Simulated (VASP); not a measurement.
# Hg (P6_3/mmc) in VASP: further runs

The runs below take Hg through single point, with PBEsol+D3(BJ).

Everything below comes from runs of VASP 6.6.1. Logs are shortened: lines on timing, memory, paths and dates and some standing lists are left out, and cuts for length are marked.

## 1. The cell of the first run

It takes space group P6_3/mmc (No. 194, hexagonal). The conventional cell has a = 3.036 Å, b = 3.036 Å, c = 5.055 Å, α = 90.00°, β = 90.00°, γ = 120.00°. Hg (site symmetry -6m2) has 12 Hg at 3.04 to 3.08 Å within 4.0 Å.

## 2. Single point, PBEsol+D3(BJ)

The input, INCAR:

```
PREC = Accurate ; ENCUT = 520
EDIFF = 1E-6 ; ISMEAR = 0
SIGMA = 0.15 ; LREAL = F
LASPH = T ; NELM = 80
ALGO = Fast ; ISIF = 2
LWAVE = F ; LCHARG = F
GGA = PS ; IVDW = 12
NBANDS = 19
```

The input, KPOINTS:

```
Automatic mesh
0
Gamma
  18 18 10
```

The input, POSCAR:

```
Hg
1.0
    3.0358000000      0.0000000000      0.0000000000
   -1.5179000000      2.6290799208      0.0000000000
    0.0000000000      0.0000000000      5.0554047156
Hg
2
Direct
    0.6666666667      0.3333333333      0.7500000000
    0.3333333333      0.6666666667      0.2500000000
```

Potentials or basis: VASP PAW PBE potentials, release 64 (Hg).

The run is started by

```bash
$ cat potpaw_PBE.64/Hg/POTCAR > POTCAR
$ mpirun -np 1 vasp_std > vasp.out
```

OUTCAR:

```text
PREC = Accurate
   ENCUT = 520
   EDIFF = 1E-6
   ISMEAR = 0
   LREAL = F
   LASPH = T
   NELM = 80
   ISIF = 2
   GGA = PS
   IVDW = 12
 IVDW          = 12

 ion  position               nearest neighbor table
   1  0.667  0.333  0.750-   2 3.08   2 3.08   2 3.08   2 3.08   2 3.08   2 3.08
   2  0.333  0.667  0.250-   1 3.08   1 3.08   1 3.08   1 3.08   1 3.08   1 3.08

  LATTYP: Found a hexagonal cell.
 ALAT       =     3.0358000000
 C/A-ratio  =     1.6652627695

  Lattice vectors:

 A1 = (   3.0358000000,   0.0000000000,   0.0000000000)
 A2 = (  -1.5179000000,   2.6290799208,   0.0000000000)
 A3 = (   0.0000000000,   0.0000000000,   5.0554047156)

Analysis of symmetry for initial positions (statically):
=====================================================================
 Subroutine PRICEL returns:
 Original cell was already a primitive cell.

 Routine SETGRP: Setting up the symmetry group for a
 hexagonal supercell.

 Subroutine GETGRP returns: Found 24 space group operations
 (whereof 12 operations were pure point group operations)
 out of a pool of 24 trial point group operations.

The static configuration has the point symmetry D_3d.
 The point group associated with its full space group is D_6h.

Analysis of symmetry for dynamics (positions and initial velocities):
=====================================================================
 Subroutine PRICEL returns:
 Original cell was already a primitive cell.

 Routine SETGRP: Setting up the symmetry group for a
 hexagonal supercell.

 Subroutine GETGRP returns: Found 24 space group operations
 (whereof 12 operations were pure point group operations)
 out of a pool of 24 trial point group operations.

The dynamic configuration has the point symmetry D_3d.
 The point group associated with its full space group is D_6h.

 Subroutine INISYM returns: Found 24 space group operations
 (whereof 12 operations are pure point group operations),
 and found     1 'primitive' translations

----------------------------------------------------------------------------------------

                                     Primitive cell

  volume of cell :      40.3490

  direct lattice vectors                    reciprocal lattice vectors
     3.035800000  0.000000000  0.000000000     0.329402464  0.190180601  0.000000000
    -1.517900000  2.629079921  0.000000000     0.000000000  0.380361202  0.000000000
     0.000000000  0.000000000  5.055404716     0.000000000  0.000000000  0.197808100

  length of vectors
     3.035800000  3.035800000  5.055404716     0.380361202  0.380361202  0.197808100

  position of ions in fractional coordinates (direct lattice)
     0.666666667  0.333333333  0.750000000
[... 75 lines left out ...]
   LASPH  =      T    aspherical Exc in radial PAW
   ENCUT  =  520.0 eV  38.22 Ry    6.18 a.u.   5.64  5.64  9.40*2*pi/ulx,y,z
   NELM   =     80;   NELMIN=  2; NELMDL= -5     # of ELM steps
   EDIFF  = 0.1E-05   stopping-criterion for ELM
   LREAL  =      F    real-space projection
[... 7 lines left out ...]
   TEBEG  =    0.0;   TEEND  =   0.0 temperature during run
   PSTRESS=    0.0 pullay stress
   NELECT =      24.0000    total number of electrons
   NUPDOWN=      -1.0000    fix difference up-down
   EMIN   =  10.00;   EMAX   =-10.00  energy-range for DOS
   EFERMI =   0.00;   METHOD = LEGACY
   ISMEAR =     0;   SIGMA  =   0.15  broadening in eV -4-tet -1-fermi 0-gaus
   EFERMI_NEDOS =   21; number of points for ismear=-14 and -15
   IALGO  =     68    algorithm
   IMIX   =      4    mixing-type and parameters
     AMIX     =   0.40;   BMIX     =  1.00
     AMIX_MAG =   1.60;   BMIX_MAG =  1.00
  volume/ion in A,a.u.               =      20.17       136.14
  Fermi-wavevector in a.u.,A,eV,Ry     =   1.376790  2.601755 25.790523  1.895550
  Thomas-Fermi vector in A             =   2.502002
   LORBIT       =      0    0 simple, 1 ext, 2 COOP (PROOUT), +10 PAW based schemes
   GGA     = PS    functional components
   LHFCALC =     F    Hartree Fock is set to
   AEXX    =    0.0000 exact exchange contribution
   IVDW    =    12    specifies the selected vdW correction
   LEPSILON=     F    determine dielectric tensor
   LRPA    =     F    only Hartree local field effects (RPA)
 non-spin polarized calculation
 RMM-DIIS sequential band-by-band and
 Gauss-broadening in eV      SIGMA  =   0.15
  energy-cutoff  :      520.00
  volume of cell :       40.35
 maximum number of plane-waves:      1111
 NGX is ok and might be reduce to    24
   NGX = 11   NGY = 11   NGZ = 19

 number of electron      24.0000009 magnetization

 Free energy of the ion-electron system (eV)
  ---------------------------------------------------
  ext. energy  EPLUGINS =         0.00000000
  ---------------------------------------------------
  free energy    TOTEN  =        -0.89853222 eV

  energy without entropy =       -0.88854410  energy(sigma->0) =       -0.89353816

 E-fermi :   4.0414     XC(G=0): -11.9315

 val. band max:        4.0318505404   @ k =   0.3333   0.1667   0.0000
 cond. band min:       4.0424352786   @ k =   0.2778   0.2778   0.0000
 fundamental gap:      0.0105847382
 Fermi energy:         4.0413582743

 k-point     1 :       0.0000    0.0000    0.0000
  band No.  band energies     occupation
      1      -6.5702      2.00000
      2      -5.1089      2.00000
      3      -3.7131      2.00000
      4      -3.5567      2.00000
      5      -3.5567      2.00000
      6      -3.3782      2.00000
[... 505 lines left out ...]
      6      -3.1806      2.00000
[... 11 lines left out ...]
     18      16.0765      0.00000
     19      16.4183      0.00000

 [... further k-points ...]

------------------------ aborting loop because EDIFF is reached ----------------------------------------

 Edisp (eV)   -0.99506

 E8    (eV) :    -0.6756

  FORCE on cell =-STRESS in cart. coord.  units (eV):
  Direction    XX          YY          ZZ          XY          YZ          ZX
  --------------------------------------------------------------------------------------
  -------------------------------------------------------------------------------------
  Total       1.53456     1.53456     1.59588    -0.00000    -0.00000     0.00000
  in kB      60.93437    60.93437    63.36931    -0.00000    -0.00000     0.00000
  external pressure =       61.75 kB  Pullay stress =        0.00 kB

 VOLUME and BASIS-vectors are now :
 -----------------------------------------------------------------------------
  energy-cutoff  :      520.00
  volume of cell :       40.35
      direct lattice vectors                 reciprocal lattice vectors
     3.035800000  0.000000000  0.000000000     0.329402464  0.190180601  0.000000000
    -1.517900000  2.629079921  0.000000000     0.000000000  0.380361202  0.000000000
     0.000000000  0.000000000  5.055404716     0.000000000  0.000000000  0.197808100

 POSITION                                       TOTAL-FORCE (eV/Angst)
 -----------------------------------------------------------------------------------
      1.51790      0.87636      3.79155         0.000000     -0.000000      0.000000
     -0.00000      1.75272      1.26385        -0.000000      0.000000     -0.000000
 -----------------------------------------------------------------------------------
    total drift:                               -0.000000      0.000000     -0.000000

  FREE ENERGIE OF THE ION-ELECTRON SYSTEM (eV)
  ---------------------------------------------------
  free  energy   TOTEN  =        -1.8935925564 eV

  energy  without entropy=       -1.8836044315  energy(sigma->0) =       -1.88859849
```

OSZICAR:

```text
N       E                     dE             d eps       ncg     rms          rms(c)
DAV:   1     0.186766569283E+03    0.18677E+03   -0.12839E+04  8452   0.126E+03
DAV:   2     0.296178258382E+01   -0.18380E+03   -0.17620E+03  8787   0.330E+02
DAV:   3    -0.103887158660E+01   -0.40007E+01   -0.39847E+01  9578   0.538E+01
DAV:   4    -0.104514316290E+01   -0.62716E-02   -0.62705E-02  9309   0.203E+00
DAV:   5    -0.104515071485E+01   -0.75519E-05   -0.75521E-05  9342   0.713E-02    0.874E+00
RMM:   6    -0.915708548343E+00    0.12944E+00   -0.23327E-01  8470   0.415E+00    0.610E+00
RMM:   7    -0.900853306184E+00    0.14855E-01   -0.56737E-02  8652   0.170E+00    0.145E+00
RMM:   8    -0.898506968905E+00    0.23463E-02   -0.97565E-03  8786   0.109E+00    0.144E-01
RMM:   9    -0.898525599917E+00   -0.18631E-04   -0.78343E-05  9236   0.951E-02    0.750E-02
RMM:  10    -0.898531937957E+00   -0.63380E-05   -0.17647E-05  9355   0.539E-02    0.558E-03
RMM:  11    -0.898532221716E+00   -0.28376E-06   -0.19078E-06  6108   0.131E-02
   1 F= -.18935926E+01 E0= -.18885985E+01  d E =-.998812E-02
```

stdout:

```text
POSCAR found type information on POSCAR Hg
 POSCAR found :  1 types and       2 ions
 scaLAPACK will be used
 -----------------------------------------------------------------------------
|                                                                             |
|                                                                             |
|     You enforced a specific xc type in the INCAR file but a different       |
|     I HOPE YOU KNOW WHAT YOU ARE DOING!                                     |
|                                                                             |
 -----------------------------------------------------------------------------

 LDA part: xc-table for (Slater+PW92), standard interpolation
 POSCAR, INCAR and KPOINTS ok, starting setup
 FFT: planning ... GRIDC
 FFT: planning ... GRID_SOFT
 FFT: planning ... GRID
 WAVECAR not read
 entering main loop
```

Run time: 36 s. Hardware: 1 thread of Intel Xeon 6975P-C (Granite Rapids), shared host; peak memory 0.27 GiB.

Results:

| Quantity | Value |
| --- | --- |
| Free energy | -1.8936 eV |
| Pressure | 6.2 GPa |
| Band gap on the k mesh | zero (band 12 reaches 4.46 eV, above the bottom of band 13 at 2.48 eV) |
| Dispersion energy per atom | -0.498 eV |

Caveat: the PAW data sets were made with another functional, which shifts forces and pressure a little; spin-orbit coupling is left out, which moves the levels of the heavy elements; pairwise dispersion overbinds metals, which lowers pressure and volume.

## 3. Single point, PBEsol+D3(BJ)

This run uses another cell than the first one, of 20.36 Å³/atom, 1.009 times its volume.

The input, INCAR:

```
PREC = Accurate
ENCUT = 520
EDIFF = 1E-6
ISMEAR = 0
SIGMA = 0.15
LREAL = F
LASPH = T
NELM = 80
ALGO = Fast
ISIF = 2
LWAVE = F
LCHARG = T
GGA = PS
IVDW = 12
LELF = T
LVHAR = T
NBANDS = 19
```

KPOINTS is that of step 2.

The input, POSCAR:

```
Hg
1.0
    2.9964000000      0.0000000000      0.0000000000
   -1.4982000000      2.5949585199      0.0000000000
    0.0000000000      0.0000000000      5.2374000000
Hg
2
Direct
    0.6666666667      0.3333333333      0.7500000000
    0.3333333333      0.6666666667      0.2500000000
```

Potentials or basis: VASP PAW PBE potentials, release 64 (Hg).

The run is started by

```bash
$ cat potpaw_PBE.64/Hg/POTCAR > POTCAR
$ mpirun -np 1 vasp_std > vasp.out
```

Run time: 37 s. Hardware: 1 thread of Intel Xeon 6975P-C (Granite Rapids), shared host; peak memory 0.27 GiB.

It converged, with:

```yaml
Free_energy: -1.9067 eV
Pressure: 5.3 GPa
Band_gap_on_the_k_mesh: zero (band 12 reaches 4.42 eV, above the bottom of band 13 at 1.81 eV)
Dispersion_energy_per_atom: -0.493 eV
```

Stress tensor (GPa, compression positive):
```
5.56 0.00 0.00
0.00 5.56 0.00
0.00 0.00 4.71
```

Levels at points of the mesh, in eV from the Fermi level:
```tsv
k point	band 8	band 9	band 10	band 11	band 12	band 13	band 14	band 15	band 16	band 17
(0.00, 0.00, 0.00)	-6.90	-6.90	-6.21	-6.21	-2.84	-2.17	13.07	13.69	14.88	14.88
(0.50, 0.00, 0.00)	-6.16	-5.93	-5.85	-2.50	-2.07	2.38	2.82	3.89	7.37	7.98
(0.00, 0.00, 0.50)	-7.45	-6.48	-6.48	-6.48	-6.48	5.82	5.82	13.99	13.99	15.76
(0.50, 0.00, 0.50)	-6.23	-5.88	-5.88	-1.64	-1.64	-0.21	-0.21	9.54	9.54	10.30
```

Caveat: the PAW data sets were made with another functional, which shifts forces and pressure a little; spin-orbit coupling is left out, which moves the levels of the heavy elements; pairwise dispersion overbinds metals, which lowers pressure and volume.
